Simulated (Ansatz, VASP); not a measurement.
WSe2 in VASP and in Ansatz

File POSCAR:

```
WSe2
1.0
    3.3199329218      0.0000000000      0.0000000000
   -1.6599664609      2.8751462491      0.0000000000
    0.0000000000      0.0000000000     13.7371873000
W Se
2 4
Direct
    0.6666666700      0.3333333300      0.7500000000
    0.3333333300      0.6666666700      0.2500000000
    0.3333333300      0.6666666700      0.8710007900
    0.6666666700      0.3333333300      0.3710007900
    0.3333333300      0.6666666700      0.6289992100
    0.6666666700      0.3333333300      0.1289992100
```

The input INCAR.step1:

```
ALGO     = Normal         # electronic algorithm
EDIFF    = 1E-4           # SCF threshold, eV
ENCUT    = 600            # plane-wave cutoff, eV
GGA      = PE             # functional
ISMEAR   = 0              # smearing method
LASPH    = True           # aspherical terms in the spheres
LCHARG   = False          # write CHGCAR
LREAL    = False          # projectors in reciprocal space
LWAVE    = True           # write WAVECAR
NELM     = 80             # most SCF steps
PREC     = Accurate       # precision mode
SIGMA    = 0.02           # smearing width, eV
```

INCAR.step2

```
ALGO     = Normal         # electronic algorithm
EDIFF    = 1E-7           # SCF threshold, eV
EDIFFG   = -0.01          # ionic threshold
ENCUT    = 600            # plane-wave cutoff, eV
IBRION   = 2              # ionic algorithm
ISIF     = 3              # what is computed and relaxed
ISMEAR   = 0              # smearing method
ISTART   = 1            
LASPH    = True           # aspherical terms in the spheres
LCHARG   = False          # write CHGCAR
LMIXTAU  = True         
LREAL    = False          # projectors in reciprocal space
LWAVE    = False          # write WAVECAR
METAGGA  = R2SCAN         # meta-GGA
NELM     = 80             # most SCF steps
NSW      = 100            # ionic steps
PREC     = Accurate       # precision mode
SIGMA    = 0.02           # smearing width, eV
```

Contents of KPOINTS:

```
k-points
0
Gamma
  12 12 2
```

Input for Ansatz:

```yaml
crystal:
  lattice:
    - [3.3199329218, 0.0, 0.0]
    - [-1.6599664609, 2.8751462491, 0.0]
    - [0.0, 0.0, 13.7371873]
  atoms:
    - { symbol: W, position: [0.66666667, 0.33333333, 0.75] }
    - { symbol: W, position: [0.33333333, 0.66666667, 0.25] }
    - { symbol: Se, position: [0.33333333, 0.66666667, 0.87100079] }
    - { symbol: Se, position: [0.66666667, 0.33333333, 0.37100079] }
    - { symbol: Se, position: [0.33333333, 0.66666667, 0.62899921] }
    - { symbol: Se, position: [0.66666667, 0.33333333, 0.12899921] }
basis:
  ecutwfc: 500
kpoints:
  mp_grid: { grid: [12, 12, 2] }
hamiltonian:
  xc: r2scan
scf:
  occupations: { method: gaussian, width: 0.02 }
output:
  forces: true
  stress: true
  eigenvalues: true
  write_density: true
  write_potential: true
  elf: true
  volumetric_format: npy
relax:
  adjacent_minimum: "off"
  f_tol: 0.01
  max_steps: 80
  cell: { stress_tol: 0.05 }
```

Alike in both runs: task relaxation of cell and atoms; functional r2SCAN; k mesh 12 × 12 × 2; occupations gaussian, width 0.02 eV; no spin polarisation.

|  | VASP | Ansatz |
| --- | --- | --- |
| version | VASP 6.6.1 | Ansatz 0.2.0 |
| potentials or method | VASP PAW PBE potentials, release 64 (W_sv, Se), cutoff 600 eV | scalar-relativistic, plane waves, PAW |
| valence electrons in the cell | 52 | 92 |

VASP gave:

```
gap on the k mesh at the Fermi level, each at its own relaxed structure (eV) : 1.35
relaxed volume (Å³/atom)                                                     : 21.83
relaxed length of the cell vector where the two differ most in proportion (Å)              : 13.740
```

**Question.** Which values does Ansatz return?

**Answer.** gap on the k mesh at the Fermi level, each at its own relaxed structure (eV): 1.35; relaxed volume (Å³/atom): 21.78; relaxed length of the cell vector where the two differ most in proportion (Å): 13.729.

VASP's potentials were made for PBE, not for r2SCAN. VASP's potentials hold 52 valence electrons a cell and Ansatz's 92, so a difference there can come from the potentials and not from the codes.

Neither program's run includes spin-orbit coupling.
